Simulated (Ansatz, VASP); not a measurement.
One calculation of ReSb, two programs

The input INCAR:

```
SYSTEM = ReSb
PREC     = Accurate       ! precision mode
ENCUT    = 600            ! plane-wave cutoff, eV
EDIFF    = 1E-7           ! SCF threshold, eV
ISMEAR   = -1             ! smearing method
SIGMA    = 0.08           ! smearing width, eV
LREAL    = .FALSE.        ! projectors in reciprocal space
LASPH    = .TRUE.         ! aspherical terms in the spheres
NELM     = 80             ! most SCF steps
ALGO     = Normal         ! electronic algorithm
ISIF     = 3              ! what is computed and relaxed
LWAVE    = .FALSE.        ! write WAVECAR
LCHARG   = .FALSE.        ! write CHGCAR
GGA      = PE             ! functional
IBRION   = 2              ! ionic algorithm
NSW      = 60             ! ionic steps
EDIFFG   = -0.005         ! ionic threshold
```

KPOINTS

```
regular mesh
0
G
  12 12 12
  0 0 0
```

File POSCAR:

```
ReSb
1.0
    0.0000000000      3.1072325060      3.1072325060
    3.1072325060      0.0000000000      3.1072325060
    3.1072325060      3.1072325060      0.0000000000
Re Sb
1 1
Direct
    0.0000000000      0.0000000000      0.0000000000
    0.2500000000      0.2500000000      0.2500000000
```

Input for Ansatz:

```yaml
crystal:
  lattice:
    - [0.0, 3.107232506, 3.107232506]
    - [3.107232506, 0.0, 3.107232506]
    - [3.107232506, 3.107232506, 0.0]
  atoms:
    - { symbol: Re, position: [0.0, 0.0, 0.0] }
    - { symbol: Sb, position: [0.25, 0.25, 0.25] }
kpoints:
  mp_grid: { grid: [12, 12, 12] }
scf:
  occupations: { method: fermi_dirac, width: 0.08 }
hamiltonian:
  xc: pbe
  pseudopotentials: { kind: paw }
output:
  forces: true
  stress: true
relax:
  f_tol: 0.005
  max_steps: 40
  cell: {}
```

Alike in both runs: task relaxation of cell and atoms; functional PBE; k mesh 12 × 12 × 12; occupations fermi-dirac, width 0.08 eV; no spin polarisation.

|  | VASP | Ansatz |
| --- | --- | --- |
| version | VASP 6.6.1 | Ansatz 0.2.0 |
| potentials or method | VASP PAW PBE potentials, release 64 (Re, Sb) | PAW with Ansatz's default frozen-core files, scalar-relativistic |
| plane-wave cutoff (eV) | 600 | 420 |
| valence electrons in the cell | 12 | 30 |

Ansatz gave:

| Property | Result |
| --- | --- |
| relaxed volume (Å³/atom) | 27.36 |
| relaxed cell length with the largest relative difference (Å) | 4.261 |

Task: Estimate VASP's values.

Result: Relaxed volume (Å³/atom): 27.34; relaxed cell length with the largest relative difference (Å): 4.260.

VASP's potentials hold 12 valence electrons a cell and Ansatz's 30, so a difference there can come from the potentials and not from the codes.

Spin-orbit coupling is off throughout.
